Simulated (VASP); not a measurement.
Input of a VASP 6.6.1 run:

File INCAR:

```
ALGO = Normal
EDIFF = 1E-7
ENCUT = 520
GGA = PE
ISIF = 2
ISMEAR = 0
LASPH = T
LCHARG = T
LELF = T
LREAL = F
LVHAR = T
LWAVE = F
NBANDS = 54
NELM = 100
PREC = Accurate
SIGMA = 0.1
```

File KPOINTS:

```
k-points
0
Gamma
  6 6 4
```

File POSCAR:

```
Lu2Ge3
1.0
    4.5096173000      0.0000000000      0.0000000000
   -2.2548086500      3.9054431400      0.0000000000
    0.0000000000      0.0000000000      6.1712731100
Lu Ge
2 3
Direct
    0.3333333300      0.6666666700      0.0000000000
    0.6666666700      0.3333333300      0.0000000000
    0.0000000000      0.0000000000      0.6844069600
    0.0000000000      0.0000000000      0.3155930400
    0.0000000000      0.0000000000      0.0000000000
```

Potentials or basis: VASP PAW PBE potentials, release 64 (Lu, Ge_d).

The run is started by

```bash
$ cat potpaw_PBE.64/Lu/POTCAR potpaw_PBE.64/Ge_d/POTCAR > POTCAR
$ mpirun -np 1 vasp_std > vasp.out
```

(1) Predict the largest force.

(2) Predict the pressure.

(3) What does it give for the band gap on the k mesh?

Results:

(1) 8.549 eV/Å.

(2) 39.8 GPa.

(3) zero (bands 46 and 47 overlap by 1.08 eV).

Caveat: the cell stands under pressure; spin-orbit coupling is left out, which moves the levels of the heavy elements; forces of over 1 eV/Å act on the atoms, so gaps and moduli don't describe the material at rest.
